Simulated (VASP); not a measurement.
**Pb: vibrations by perturbation theory with PBEsol**

Pb:

```
CELL_PARAMETERS angstrom
3.06911 -1.72226 -0.43995
3.06911 1.72226 -0.43995
-3.01921 0.00000 6.10618
ATOMIC_POSITIONS crystal
Pb 0.99999 0.99999 0.25000
Pb 0.00001 0.00001 0.75000
```

```json
{
  "Program": "VASP 6.6.1",
  "Task": "vibrations by perturbation theory",
  "Functional": "PBEsol",
  "Potentials or basis": "VASP PAW PBE potentials, release 64 (Pb_d)",
  "Cutoff": "520 eV",
  "k mesh": "10 × 10 × 6",
  "Occupations": "fermi-dirac, width 0.05 eV",
  "Spin": "no spin polarisation",
  "Dipole correction": "no",
  "Further INCAR settings": "ALGO = Normal; EDIFF = 1e-08; IBRION = 8; NSW = 1"
}
```

```json
{"Highest phonon frequency at Γ": "81 cm⁻¹"}
```

Phonon frequencies in cm⁻¹ (negative: imaginary):
| q point | frequencies |
| --- | --- |
| (0.000, 0.000, 0.000) | 0 0 0 33 43 81 |

Wall time 9.6 min on 1 thread of Intel(R) Xeon(R) 6975P-C (Granite Rapids) (shared host), peak memory 0.7 GiB.
